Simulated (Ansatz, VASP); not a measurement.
**InSb3 in VASP and in Ansatz**

File POSCAR:

```
InSb3
1.0
    4.7414081316      0.0000000000      0.0000000000
    0.0000000000      4.7414081316      0.0000000000
    0.0000000000      0.0000000000      4.7414081316
Sb In
3 1
Direct
    0.5000000000      0.5000000000      0.0000000000
    0.0000000000      0.5000000000      0.5000000000
    0.5000000000      0.0000000000      0.5000000000
    0.0000000000      0.0000000000      0.0000000000
```

The input INCAR.step1:

```
SYSTEM = InSb3
ALGO     = Normal         ! electronic algorithm
EDIFF    = 1E-4           ! SCF threshold, eV
ENCUT    = 520            ! plane-wave cutoff, eV
GGA      = PE             ! functional
ISMEAR   = -1             ! smearing method
LASPH    = .TRUE.         ! aspherical terms in the spheres
LCHARG   = .FALSE.        ! write CHGCAR
LREAL    = .FALSE.        ! projectors in reciprocal space
LWAVE    = .TRUE.         ! write WAVECAR
NBANDS   = 22             ! bands
NELM     = 80             ! most SCF steps
PREC     = Accurate       ! precision mode
SIGMA    = 0.05           ! smearing width, eV
```

The input INCAR.step2:

```
SYSTEM = InSb3
ALGO     = Normal         ! electronic algorithm
EDIFF    = 1E-6           ! SCF threshold, eV
ENCUT    = 520            ! plane-wave cutoff, eV
ISIF     = 2              ! what is computed and relaxed
ISMEAR   = -1             ! smearing method
ISTART   = 1            
LASPH    = .TRUE.         ! aspherical terms in the spheres
LCHARG   = .TRUE.         ! write CHGCAR
LELF     = .TRUE.         ! ELF
LMIXTAU  = .TRUE.       
LREAL    = .FALSE.        ! projectors in reciprocal space
LVHAR    = .TRUE.       
LWAVE    = .FALSE.        ! write WAVECAR
METAGGA  = R2SCAN         ! meta-GGA
NBANDS   = 22             ! bands
NELM     = 80             ! most SCF steps
PREC     = Accurate       ! precision mode
SIGMA    = 0.05           ! smearing width, eV
```

The input KPOINTS:

```
k-points
0
G
  6 6 6
  0 0 0
```

Contents of input.yaml:

```yaml
crystal:
  lattice:
    - [4.7414081316, 0.0, 0.0]
    - [0.0, 4.7414081316, 0.0]
    - [0.0, 0.0, 4.7414081316]
  atoms:
    - { symbol: Sb, position: [0.5, 0.5, 0.0] }
    - { symbol: Sb, position: [0.0, 0.5, 0.5] }
    - { symbol: Sb, position: [0.5, 0.0, 0.5] }
    - { symbol: In, position: [0.0, 0.0, 0.0] }
hamiltonian:
  xc: r2scan
  pseudopotentials: { kind: paw }
kpoints:
  mp_grid: { grid: [6, 6, 6] }
scf:
  occupations: { method: fermi_dirac, width: 0.05 }
output:
  forces: true
  stress: true
  eigenvalues: true
  write_density: true
  write_potential: true
  elf: true
  volumetric_format: npy
```

Alike in both runs: task single point; functional r2SCAN; k mesh 6 × 6 × 6; occupations fermi-dirac, width 0.05 eV; no spin polarisation.

|  | VASP | Ansatz |
| --- | --- | --- |
| version | VASP 6.6.1 | Ansatz 0.2.0 |
| potentials or method | VASP PAW PBE potentials, release 64 (Sb, In_d) | Ansatz PAW |
| plane-wave cutoff (eV) | 520 | 500 |
| valence electrons in the cell | 28 | 58 |

```csv
,VASP,Ansatz,Ansatz less VASP
gap on the k mesh at the Fermi level (eV),none,none,-
pressure (GPa),1.7,1.7,+0.03
```

VASP's potentials were made for PBE, not for r2SCAN. A gap of «none» marks a metal or a gap that the smearing closes. With one functional, cell and mesh, what is left measures potentials, basis and numerics. VASP's potentials hold 28 valence electrons a cell and Ansatz's 58, so a difference there can come from the potentials and not from the codes.

Neither program's run includes spin-orbit coupling.
